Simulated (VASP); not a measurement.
# MgO (Fm-3m) in VASP: a series of runs

MgO is run at these levels: PBEsol; tasks: single point.

Everything below comes from runs of VASP 6.6.1. Logs are shortened: lines on timing, memory, paths and dates and some standing lists are left out, and cuts for length are marked.

### 1 The cell of the first run

The structure is cubic, space group Fm-3m (No. 225). The conventional cell has a = 4.136 Å, b = 4.136 Å, c = 4.136 Å, α = 90.00°, β = 90.00°, γ = 90.00°. Mg (site symmetry m-3m) has 6 O at 2.07 Å within 2.7 Å. O (site symmetry m-3m) has 6 Mg at 2.07 Å within 2.7 Å.

### 2 Single point, PBEsol

INCAR reads:

```
  ALGO = Normal
  EDIFF = 1E-6
  ENCUT = 520
  GGA = PS
  ISIF = 2
  ISMEAR = -1
  LASPH = T
  LCHARG = F
  LREAL = F
  LWAVE = F
  NBANDS = 11
  NELM = 80
  PREC = Accurate
  SIGMA = 0.05
```

KPOINTS reads:

```
k-points
0
Gamma
  11 11 11
```

POSCAR reads:

```
MgO
1.0
    0.0000000000      2.0677581360      2.0677581360
    2.0677581360      0.0000000000      2.0677581360
    2.0677581360      2.0677581360      0.0000000000
Mg O
1 1
Direct
    0.0000000000      0.0000000000      0.0000000000
    0.5000000000      0.5000000000      0.5000000000
```

Potentials or basis: VASP PAW PBE potentials, release 64 (Mg, O).

The run is started by

```bash
$ cat potpaw_PBE.64/Mg/POTCAR potpaw_PBE.64/O/POTCAR > POTCAR
$ mpirun -np 1 vasp_std > vasp.out
```

OUTCAR:

```text
EDIFF = 1E-6
   ENCUT = 520
   GGA = PS
   ISIF = 2
   ISMEAR = -1
   LASPH = T
   LREAL = F
   NELM = 80
   PREC = Accurate

 ion  position               nearest neighbor table
   1  0.000  0.000  0.000-   2 2.07   2 2.07   2 2.07   2 2.07   2 2.07   2 2.07
   2  0.500  0.500  0.500-   1 2.07   1 2.07   1 2.07   1 2.07   1 2.07   1 2.07

  LATTYP: Found a face centered cubic cell.
 ALAT       =     4.1355162720

  Lattice vectors:

 A1 = (   0.0000000000,   2.0677581360,   2.0677581360)
 A2 = (   2.0677581360,   0.0000000000,   2.0677581360)
 A3 = (   2.0677581360,   2.0677581360,   0.0000000000)

Analysis of symmetry for initial positions (statically):
=====================================================================
 Subroutine PRICEL returns:
 Original cell was already a primitive cell.

 Routine SETGRP: Setting up the symmetry group for a
 face centered cubic supercell.

 Subroutine GETGRP returns: Found 48 space group operations
 (whereof 48 operations were pure point group operations)
 out of a pool of 48 trial point group operations.

The static configuration has the point symmetry O_h .

Analysis of symmetry for dynamics (positions and initial velocities):
=====================================================================
 Subroutine PRICEL returns:
 Original cell was already a primitive cell.

 Routine SETGRP: Setting up the symmetry group for a
 face centered cubic supercell.

 Subroutine GETGRP returns: Found 48 space group operations
 (whereof 48 operations were pure point group operations)
 out of a pool of 48 trial point group operations.

The dynamic configuration has the point symmetry O_h .

 Subroutine INISYM returns: Found 48 space group operations
 (whereof 48 operations are pure point group operations),
 and found     1 'primitive' translations

----------------------------------------------------------------------------------------

                                     Primitive cell

  volume of cell :      17.6819

  direct lattice vectors                    reciprocal lattice vectors
     0.000000000  2.067758136  2.067758136    -0.241807778  0.241807778  0.241807778
     2.067758136  0.000000000  2.067758136     0.241807778 -0.241807778  0.241807778
     2.067758136  2.067758136  0.000000000     0.241807778  0.241807778 -0.241807778

  length of vectors
     2.924251600  2.924251600  2.924251600     0.418823357  0.418823357  0.418823357

  position of ions in fractional coordinates (direct lattice)
     0.000000000  0.000000000  0.000000000
     0.500000000  0.500000000  0.500000000

  ion indices of the primitive-cell ions
   primitive index   ion index
                 1           1
                 2           2

----------------------------------------------------------------------------------------

 KPOINTS: k-points

Automatic generation of k-mesh.
 Grid dimensions read from file:
 generate k-points for:   11   11   11

 Generating k-lattice:

  Cartesian coordinates                     Fractional coordinates (reciprocal lattice)
    -0.021982525  0.021982525  0.021982525     0.090909091  0.000000000  0.000000000
     0.021982525 -0.021982525  0.021982525     0.000000000  0.090909091  0.000000000
     0.021982525  0.021982525 -0.021982525     0.000000000  0.000000000  0.090909091

  Length of vectors
     0.038074851  0.038074851  0.038074851

  Shift w.r.t. Gamma in fractional coordinates (k-lattice)
     0.000000000  0.000000000  0.000000000

 Subroutine IBZKPT returns following result:
 ===========================================

 Found     56 irreducible k-points:

 Following reciprocal coordinates:
            Coordinates               Weight
  0.000000  0.000000  0.000000      1.000000
  0.090909  0.000000  0.000000      8.000000
  0.181818  0.000000  0.000000      8.000000
  0.272727  0.000000  0.000000      8.000000
  0.363636  0.000000  0.000000      8.000000
  0.454545  0.000000  0.000000      8.000000
[... 16 lines left out ...]
 -0.272727  0.181818  0.000000     24.000000
 -0.181818  0.181818  0.000000     12.000000
 [... further k-points ...]
   k-points           NKPTS =     56   k-points in BZ     NKDIM =     56   number of bands    NBANDS=     11
   number of dos      NEDOS =    301   number of ions     NIONS =      2
   total plane-waves  NPLWV =  13824
   dimension x,y,z NGX =    24 NGY =   24 NGZ =   24
   dimension x,y,z NGXF=    48 NGYF=   48 NGZF=   48
   ions per type =               1   1
   NGX,Y,Z   is equivalent  to a cutoff of  13.64, 13.64, 13.64 a.u.
   NGXF,Y,Z  is equivalent  to a cutoff of  27.29, 27.29, 27.29 a.u.
 SYSTEM =  unknown system
   PREC   = accura    normal or accurate (medium, high low for compatibility)
   ISTART =      0    job   : 0-new  1-cont  2-samecut
   ICHARG =      2    charge: 1-file 2-atom 10-const
   ISPIN  =      1    spin polarized calculation?
   LNONCOLLINEAR =      F non collinear calculations
   LSORBIT =      F    spin-orbit coupling
   LASPH  =      T    aspherical Exc in radial PAW
   ENCUT  =  520.0 eV  38.22 Ry    6.18 a.u.   5.44  5.44  5.44*2*pi/ulx,y,z
   NELM   =     80;   NELMIN=  2; NELMDL= -5     # of ELM steps
   EDIFF  = 0.1E-05   stopping-criterion for ELM
   LREAL  =      F    real-space projection
   EDIFFG = 0.1E-04   stopping-criterion for IOM
   NSW    =      0    number of steps for IOM
   IBRION =     -1    ionic relax: 0-MD 1-quasi-New 2-CG
   NFREE  =      0    steps in history (QN), initial steepest desc. (CG)
   ISIF   =      2    stress and relaxation
   ISYM   =      2    0-nonsym 1-usesym 2-fastsym
   POTIM  = 0.5000    time-step for ionic-motion
   TEBEG  =    0.0;   TEEND  =   0.0 temperature during run
   PSTRESS=    0.0 pullay stress
   NELECT =       8.0000    total number of electrons
   NUPDOWN=      -1.0000    fix difference up-down
   EMIN   =  10.00;   EMAX   =-10.00  energy-range for DOS
   EFERMI =   0.00;   METHOD = LEGACY
   ISMEAR =    -1;   SIGMA  =   0.05  broadening in eV -4-tet -1-fermi 0-gaus
   EFERMI_NEDOS =   21; number of points for ismear=-14 and -15
   IALGO  =     38    algorithm
   IMIX   =      4    mixing-type and parameters
     AMIX     =   0.40;   BMIX     =  1.00
     AMIX_MAG =   1.60;   BMIX_MAG =  1.00
  volume/ion in A,a.u.               =       8.84        59.66
  Fermi-wavevector in a.u.,A,eV,Ry     =   1.256787  2.374983 21.490594  1.579514
  Thomas-Fermi vector in A             =   2.390478
   LORBIT       =      0    0 simple, 1 ext, 2 COOP (PROOUT), +10 PAW based schemes
   GGA     = PS    functional components
   LHFCALC =     F    Hartree Fock is set to
   AEXX    =    0.0000 exact exchange contribution
   IVDW    =     0    specifies the selected vdW correction
   LEPSILON=     F    determine dielectric tensor
   LRPA    =     F    only Hartree local field effects (RPA)
 non-spin polarized calculation
  energy-cutoff  :      520.00
  volume of cell :       17.68
 maximum number of plane-waves:       531
 NGX is ok and might be reduce to    24
   NGX = 11   NGY = 11   NGZ = 11

 number of electron       7.9999998 magnetization

 Free energy of the ion-electron system (eV)
  ---------------------------------------------------
  ext. energy  EPLUGINS =         0.00000000
  ---------------------------------------------------
  free energy    TOTEN  =       -12.48341590 eV

  energy without entropy =      -12.48341590  energy(sigma->0) =      -12.48341590

 E-fermi :   4.4410     XC(G=0): -11.5795

 val. band max:        3.4931329436   @ k =   0.0000   0.0000   0.0000
 cond. band min:       8.6775791290   @ k =   0.0000   0.0000   0.0000
 fundamental gap:      5.1844461854
 Fermi energy:         4.4410306270

 k-point     1 :       0.0000    0.0000    0.0000
  band No.  band energies     occupation
      1     -14.0084      2.00000
      2       3.4931      2.00000
      3       3.4931      2.00000
      4       3.4931      2.00000
      5       8.6776      0.00000
      6      19.4284      0.00000
      7      19.4284      0.00000
      8      19.4284      0.00000
      9      23.4186      0.00000
     10      25.3684      0.00000
     11      25.3684      0.00000

 k-point     2 :       0.0909    0.0000    0.0000
  band No.  band energies     occupation
      1     -13.9098      2.00000
      2       2.9242      2.00000
      3       3.4301      2.00000
      4       3.4301      2.00000
      5       9.2087      0.00000
      6      18.3118      0.00000
      7      19.6480      0.00000
      8      19.6480      0.00000
      9      24.8049      0.00000
     10      24.8049      0.00000
     11      24.9679      0.00000

 k-point     3 :       0.1818    0.0000    0.0000
  band No.  band energies     occupation
      1     -13.6347      2.00000
      2       1.6942      2.00000
      3       3.2660      2.00000
      4       3.2660      2.00000
      5      10.2771      0.00000
      6      16.8750      0.00000
      7      20.1550      0.00000
      8      20.1550      0.00000
      9      24.1088      0.00000
     10      24.1088      0.00000
     11      26.4895      0.00000

 k-point     4 :       0.2727    0.0000    0.0000
  band No.  band energies     occupation
      1     -13.2430      2.00000
      2       0.3699      2.00000
      3       3.0610      2.00000
      4       3.0610      2.00000
      5      11.1714      0.00000
      6      16.1600      0.00000
      7      20.4797      0.00000
      8      20.4797      0.00000
      9      24.2290      0.00000
     10      24.2291      0.00000
     11      26.1188      0.00000
[... 239 lines left out ...]
 k-point    22 :      -0.3636    0.1818    0.0000
  band No.  band energies     occupation
      1     -12.5029      2.00000
      2      -0.7862      2.00000
      3       1.6194      2.00000
      4       2.6788      2.00000
      5      12.9789      0.00000
      6      16.0713      0.00000
      7      18.0978      0.00000
      8      21.0981      0.00000
      9      24.8919      0.00000
     10      25.3524      0.00000
     11      28.8840      0.00000

 k-point    23 :      -0.2727    0.1818    0.0000
  band No.  band energies     occupation
      1     -12.7742      2.00000
      2      -0.2298      2.00000
      3       1.8099      2.00000
      4       2.8672      2.00000
      5      12.7757      0.00000
      6      15.6002      0.00000
      7      18.6705      0.00000
      8      21.3886      0.00000
      9      23.3918      0.00000
     10      25.3854      0.00000
     11      29.0379      0.00000

 k-point    24 :      -0.1818    0.1818    0.0000
  band No.  band energies     occupation
      1     -13.1258      2.00000
      2       0.4782      2.00000
      3       2.2831      2.00000
      4       3.0715      2.00000
      5      11.9815      0.00000
      6      15.6519      0.00000
      7      19.4498      0.00000
      8      21.7273      0.00000
      9      22.0165      0.00000
     10      25.2350      0.00000
     11      28.8515      0.00000

 [... further k-points ...]

------------------------ aborting loop because EDIFF is reached ----------------------------------------

  FORCE on cell =-STRESS in cart. coord.  units (eV):
  Direction    XX          YY          ZZ          XY          YZ          ZX
  --------------------------------------------------------------------------------------
  -------------------------------------------------------------------------------------
  Total        1.0585190      1.0585190      1.0585190      0.0000000      0.0000000     -0.0000000
  in kB       95.9135601     95.9135601     95.9135601      0.0000000      0.0000000     -0.0000000
  external PRESSURE =      95.9135601 kB  Pullay stress =       0.0000000 kB

 VOLUME and BASIS-vectors are now :
 -----------------------------------------------------------------------------
  energy-cutoff  :      520.00
  volume of cell :       17.68
      direct lattice vectors                 reciprocal lattice vectors
     0.000000000  2.067758136  2.067758136    -0.241807778  0.241807778  0.241807778
     2.067758136  0.000000000  2.067758136     0.241807778 -0.241807778  0.241807778
     2.067758136  2.067758136  0.000000000     0.241807778  0.241807778 -0.241807778

 POSITION                                       TOTAL-FORCE (eV/Angst)
 -----------------------------------------------------------------------------------
      0.00000      0.00000      0.00000         0.000000     -0.000000      0.000000
      2.06776      2.06776      2.06776        -0.000000      0.000000      0.000000
 -----------------------------------------------------------------------------------
    total drift:                               -0.000000     -0.000000      0.000000

  FREE ENERGIE OF THE ION-ELECTRON SYSTEM (eV)
  ---------------------------------------------------
  free  energy   TOTEN  =       -12.4834159012 eV

  energy  without entropy=      -12.4834159011  energy(sigma->0) =      -12.48341590
```

Run time: 5.4 s. Hardware: 1 thread of Intel Xeon 6975P-C, shared host; peak memory 0.14 GiB.

Results:

| Item | Value |
| --- | --- |
| Free energy | -12.4834 eV |
| Pressure | 9.6 GPa |
| Band gap on the k mesh | 5.18 eV, direct |

Levels at points of the mesh, in eV from the valence-band top:
```tsv
k point	band 1	band 2	band 3	band 4	band 5	band 6	band 7	band 8	band 9
(0.00, 0.00, 0.00)	-17.50	0.00	0.00	0.00	5.18	15.94	15.94	15.94	19.93
```

Caveat: the PAW data sets were made with another functional, which shifts forces and pressure a little.

(Continued in part 2 of 2.)
